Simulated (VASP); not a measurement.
# CdC2 (Immm) in VASP: vibrations by perturbation theory with PBE

Aim: the vibrations by perturbation theory of CdC2 with PBE.

Everything below comes from runs of VASP 6.6.1. Logs are shortened: lines on timing, memory, paths and dates and some standing lists are left out, and cuts for length are marked.

**1. The cell of the first run**

It takes space group Immm (No. 71, orthorhombic). Conventional cell: a = 3.399 Å, b = 4.610 Å, c = 5.053 Å, α = 90.00°, β = 90.00°, γ = 90.00°. Cd (site symmetry mmm) has 8 C at 2.39 to 2.60 Å within 3.2 Å. Within 1.7 Å of C (site symmetry m2m) lie 1 C at 1.26 Å.

**2. Vibrations by perturbation theory, PBE**

INCAR reads:

```
SYSTEM = CdC2
  ALGO = Normal
  EDIFF = 1E-8
  ENCUT = 520
  GGA = PE
  IBRION = 8
  ISIF = 2
  ISMEAR = 0
  LASPH = .TRUE.
  LCHARG = .FALSE.
  LEPSILON = .TRUE.
  LREAL = .FALSE.
  LWAVE = .FALSE.
  NELM = 60
  NSW = 1
  PREC = Accurate
  SIGMA = 0.01
```

KPOINTS reads:

```
k-points
0
G
  10 10 10
  0 0 0
```

POSCAR reads:

```
CdC2
1.0
   -1.6993966335      2.3050066693      2.5266411587
    1.6993966335     -2.3050066693      2.5266411587
    1.6993966335      2.3050066693     -2.5266411587
Cd C
1 2
Direct
    0.0000000000      0.0000000000      0.0000000000
    0.3635804630      0.5000000000      0.8635804630
    0.6364195370      0.5000000000      0.1364195370
```

Potentials or basis: VASP PAW PBE potentials, release 64 (Cd, C).

Started as:

```sh
$ cat potpaw_PBE.64/Cd/POTCAR potpaw_PBE.64/C/POTCAR > POTCAR
$ mpirun -np 1 vasp_std > vasp.out
```

OUTCAR:

```text
SYSTEM = CdC2
   EDIFF = 1E-8
   ENCUT = 520
   GGA = PE
   IBRION = 8
   ISIF = 2
   ISMEAR = 0
   LASPH = .TRUE.
   LEPSILON = .TRUE.
   LREAL = .FALSE.
   NELM = 60
   NSW = 1
   PREC = Accurate

 ion  position               nearest neighbor table
   1  0.000  0.000  0.000-   3 2.39   2 2.39   2 2.39   3 2.39   2 2.60   3 2.60   3 2.60   2 2.60

   2  0.364  0.500  0.864-   3 1.26   1 2.39   1 2.39   1 2.60   1 2.60
   3  0.636  0.500  0.136-   2 1.26   1 2.39   1 2.39   1 2.60   1 2.60

  LATTYP: Found a body centered orthorhombic cell.
 ALAT       =     3.3987932670
 B/A-ratio  =     1.3563676801
 C/A-ratio  =     1.4867871978

  Lattice vectors:

 A1 = (  -1.6993966335,   2.3050066693,   2.5266411587)
 A2 = (   1.6993966335,  -2.3050066693,   2.5266411587)
 A3 = (   1.6993966335,   2.3050066693,  -2.5266411587)

Analysis of symmetry for initial positions (statically):
=====================================================================
 Subroutine PRICEL returns:
 Original cell was already a primitive cell.

 Routine SETGRP: Setting up the symmetry group for a
 body centered orthorhombic supercell.

 Subroutine GETGRP returns: Found  8 space group operations
 (whereof  8 operations were pure point group operations)
 out of a pool of  8 trial point group operations.

The static configuration has the point symmetry D_2h.

Analysis of symmetry for dynamics (positions and initial velocities):
=====================================================================
 Subroutine PRICEL returns:
 Original cell was already a primitive cell.

 Routine SETGRP: Setting up the symmetry group for a
 body centered orthorhombic supercell.

 Subroutine GETGRP returns: Found  8 space group operations
 (whereof  8 operations were pure point group operations)
 out of a pool of  8 trial point group operations.

The dynamic configuration has the point symmetry D_2h.

 Subroutine INISYM returns: Found  8 space group operations
 (whereof  8 operations are pure point group operations),
 and found     1 'primitive' translations

----------------------------------------------------------------------------------------

                                     Primitive cell

  volume of cell :      39.5886

  direct lattice vectors                    reciprocal lattice vectors
    -1.699396633  2.305006669  2.526641159     0.000000000  0.216919112  0.197891180
     1.699396633 -2.305006669  2.526641159     0.294222073  0.000000000  0.197891180
     1.699396633  2.305006669 -2.526641159     0.294222073  0.216919112  0.000000000

  length of vectors
     3.819020844  3.819020844  3.819020844     0.293623603  0.354580805  0.365541419

  position of ions in fractional coordinates (direct lattice)
     0.000000000  0.000000000  0.000000000
     0.363580463  0.500000000  0.863580463
     0.636419537  0.500000000  0.136419537

  ion indices of the primitive-cell ions
   primitive index   ion index
                 1           1
                 2           2
                 3           3

----------------------------------------------------------------------------------------

 KPOINTS: k-points

Automatic generation of k-mesh.
 Grid dimensions read from file:
 generate k-points for:   10   10   10

 Generating k-lattice:

  Cartesian coordinates                     Fractional coordinates (reciprocal lattice)
     0.000000000  0.021691911  0.019789118     0.100000000  0.000000000 -0.000000000
     0.029422207  0.000000000  0.019789118     0.000000000  0.100000000  0.000000000
     0.029422207  0.021691911  0.000000000    -0.000000000  0.000000000  0.100000000

  Length of vectors
     0.029362360  0.035458080  0.036554142

  Shift w.r.t. Gamma in fractional coordinates (k-lattice)
     0.000000000  0.000000000  0.000000000

 Subroutine IBZKPT returns following result:
[... 531 lines left out ...]
    total drift:                                0.000000      0.000000      0.000000

  FREE ENERGIE OF THE ION-ELECTRON SYSTEM (eV)
  ---------------------------------------------------
  free  energy   TOTEN  =       -15.6683637559 eV

  energy  without entropy=      -15.6683637559  energy(sigma->0) =      -15.66836376

 HEAD OF MICROSCOPIC STATIC DIELECTRIC TENSOR (INDEPENDENT PARTICLE, excluding Hartree and local field effects)
 ------------------------------------------------------
           7.143055     0.000000     0.000000
           0.000000    10.669851     0.000000
           0.000000     0.000000     7.649879
 ------------------------------------------------------

 Free energy of the ion-electron system (eV)
  ---------------------------------------------------
  ---------------------------------------------------
  free energy    TOTEN  =        -0.65365117 eV

  energy without entropy =       -0.65365117

------------------------ aborting loop because EDIFF is reached ----------------------------------------

--------------------------------------- Ionic step        2  -------------------------------------------

------------------------ aborting loop because EDIFF is reached ----------------------------------------

--------------------------------------- Ionic step        3  -------------------------------------------

------------------------ aborting loop because EDIFF is reached ----------------------------------------

 PIEZOELECTRIC TENSOR FIELD DIRECTION 3  (e Angst)
 -----------------------------------------------------------------------------
    -0.00118  0.00000  0.00000           ( -0.00003  0.00000  0.00000)
     0.00000 -0.00736  0.00000           (  0.00000 -0.00003  0.00000)
     0.00000  0.00000  0.00218           (  0.00000  0.00000  0.00003)

 PIEZOELECTRIC TENSOR FIELD DIRECTION 3  (C/m^2)
 -----------------------------------------------------------------------------
    -0.00048  0.00000  0.00000
     0.00000 -0.00298  0.00000
     0.00000  0.00000  0.00088

--------------------------------------- Ionic step        4  -------------------------------------------
[... 17 lines left out ...]
------------------------ aborting loop because EDIFF is reached ----------------------------------------

--------------------------------------- Ionic step        9  -------------------------------------------

 Free energy of the ion-electron system (eV)
  ---------------------------------------------------
  ---------------------------------------------------
  free energy    TOTEN  =        -0.11474916 eV

  energy without entropy =       -0.11474916

------------------------ aborting loop because EDIFF is reached ----------------------------------------

 INTERNAL STRAIN TENSOR  FOR ION    2  DIRECTION 3   (eV/Angst):
 -----------------------------------------------------------------------------
    -0.00086  0.00000  0.00000
     0.00000 -0.00208 -2.04183
     0.00000 -1.73412  0.00228

 MACROSCOPIC STATIC DIELECTRIC TENSOR (including local field effects in DFT)
 ------------------------------------------------------
           6.789532    -0.000000     0.000000
          -0.000000     9.267558     0.000000
           0.000000     0.000000     7.440629
 ------------------------------------------------------

 PIEZOELECTRIC TENSOR (including local field effects)  for field in x, y, z        (e  Angst)
          XX          YY          ZZ          XY          YZ          ZX
  --------------------------------------------------------------------------------
  x     0.00000     0.00000     0.00000     0.00000     0.00000     0.00000
  y     0.00000     0.00000     0.00000     0.00000     0.00000     0.00000
  z     0.00000     0.00000     0.00000     0.00000     0.00000     0.00000

 PIEZOELECTRIC TENSOR (including local field effects)  for field in x, y, z        (C/m^2)
          XX          YY          ZZ          XY          YZ          ZX
  --------------------------------------------------------------------------------
  x     0.00000     0.00000     0.00000     0.00000     0.00000     0.00000
  y     0.00000     0.00000     0.00000     0.00000     0.00000     0.00000
  z     0.00000     0.00000     0.00000     0.00000     0.00000     0.00000

 BORN EFFECTIVE CHARGES (including local field effects) (in |e|, cummulative output)
 ---------------------------------------------------------------------------------
 ion    1
    1     2.50717     0.00000     0.00000
    2     0.00000     2.65643     0.00000
    3     0.00000     0.00000     2.65135
 ion    2
    1    -1.25359     0.00000     0.00000
    2     0.00000    -1.32822     0.00000
    3     0.00000     0.00000    -1.32568
 ion    3
    1    -1.25359     0.00000     0.00000
    2     0.00000    -1.32822     0.00000
    3     0.00000     0.00000    -1.32568

 INTERNAL STRAIN TENSOR FOR ION    3 for displacements in x,y,z  (eV/Angst):
          X           Y           Z          XY          YZ          ZX
  --------------------------------------------------------------------------------
  x     0.00000     0.00000     0.00000     1.27923     0.00000     0.00000
  y     8.69526   -87.55321    -1.43789     0.00000     0.00000     0.00000
  z     0.00000     0.00000     0.00000     0.00000     1.73412     0.00000

 SECOND DERIVATIVES (NOT SYMMETRIZED)
 ------------------------------------
               1X          1Y          1Z          2X          2Y          2Z          3X          3Y          3Z
  1X    -2.800768    0.000000    0.000000    1.400384    0.000000    0.000000    1.400384    0.000000    0.000000
  1Y     0.000000   -4.022725    0.000000    0.000000    2.011362    0.000000    0.000000    2.011362    0.000000
  1Z     0.000000    0.000000   -2.556712    0.000000    0.000000    1.278356    0.000000    0.000000    1.278356
  2X     1.389015    0.000000    0.000000   -2.205569    0.000000    0.000000    0.816554    0.000000    0.000000
  2Y     0.000000    2.032370    0.000000    0.000000  -77.883510    0.000000    0.000000   75.851140    0.000000
  2Z     0.000000    0.000000    1.282357    0.000000    0.000000   -2.038239    0.000000    0.000000    0.755883
  3X     1.389015    0.000000    0.000000    0.816554    0.000000    0.000000   -2.205569    0.000000    0.000000
  3Y     0.000000    2.032370    0.000000    0.000000   75.851140    0.000000    0.000000  -77.883510    0.000000
  3Z     0.000000    0.000000    1.282357    0.000000    0.000000    0.755883    0.000000    0.000000   -2.038239

 Eigenvectors and eigenvalues of the dynamical matrix
 ----------------------------------------------------

   1 f  =   55.930284 THz   351.420339 2PiTHz 1865.633459 cm-1   231.308965 meV
             X         Y         Z           dx          dy          dz
      0.000000  0.000000  0.000000    -0.000000   -0.000000    0.000000
      1.699397  1.676111  0.000000    -0.000000    0.707107    0.000000
      0.000000  0.628896  2.526641     0.000000   -0.707107    0.000000
[... 43 lines left out ...]
   9 f/i=    0.013959 THz     0.087706 2PiTHz    0.465618 cm-1     0.057729 meV
             X         Y         Z           dx          dy          dz
      0.000000  0.000000  0.000000     0.000000    0.908531    0.000000
      1.699397  1.676111  0.000000     0.000000    0.295442    0.000000
      0.000000  0.628896  2.526641     0.000000    0.295442    0.000000

--------------------------------------------------------------------------------------------------------

 MACROSCOPIC STATIC DIELECTRIC TENSOR IONIC CONTRIBUTION
 ------------------------------------------------------
          10.286320     0.000000    -0.000000
           0.000000     7.990197    -0.000000
          -0.000000    -0.000000    12.554386
 ------------------------------------------------------

 ELASTIC MODULI CONTR FROM IONIC RELAXATION (kBar)
 Direction    XX          YY          ZZ          XY          YZ          ZX
 --------------------------------------------------------------------------------
 XX         -39.8074    400.8234      6.5827     -0.0000      0.0000      0.0000
 YY         400.8234  -4035.9191    -66.2819      0.0000     -0.0000      0.0000
 ZZ           6.5827    -66.2819     -1.0885      0.0000     -0.0000      0.0000
 XY          -0.0000      0.0000      0.0000    -43.8282     -0.0000      0.0000
 YZ           0.0000     -0.0000     -0.0000     -0.0000    -87.1130      0.0000
 ZX           0.0000      0.0000      0.0000      0.0000      0.0000      0.0000
 --------------------------------------------------------------------------------

 PIEZOELECTRIC TENSOR IONIC CONTR  for field in x, y, z        (C/m^2)
          XX          YY          ZZ          XY          YZ          ZX
  --------------------------------------------------------------------------------
  x    -0.00000     0.00000     0.00000    -0.00000    -0.00000     0.00000
  y    -0.00000     0.00000     0.00000    -0.00000    -0.00000     0.00000
  z     0.00000    -0.00000    -0.00000     0.00000     0.00000     0.00000
```

It took 11 min on 1 thread of Intel Xeon 6975P-C (Granite Rapids), shared host; peak memory 0.55 GiB.

Results:

```yaml
Electronic_dielectric_tensor_diagonal: 6.79, 9.27, 7.44
Born_charges_mean_of_the_diagonal: Cd +2.60; C -1.30 e
Highest_phonon_frequency_at_Γ: 1866 cm⁻¹
```

Phonon frequencies in cm⁻¹ (negative: imaginary):
```
              q point                     frequencies
(0.000, 0.000, 0.000)  0 0 0 188 196 236 252 262 1866
```

Electronic dielectric tensor:
```
6.79 0.00 0.00
0.00 9.27 0.00
0.00 0.00 7.44
```

Born effective charge tensors (e):
atom 1, Cd
```
2.51 0.00 0.00
0.00 2.66 0.00
0.00 0.00 2.65
```
atom 2, C
```
-1.25  0.00  0.00
 0.00 -1.33  0.00
 0.00  0.00 -1.33
```
atom 3, C
```
-1.25  0.00  0.00
 0.00 -1.33  0.00
 0.00  0.00 -1.33
```

Caveat: the cell stands under pressure or tension, which shifts response properties.
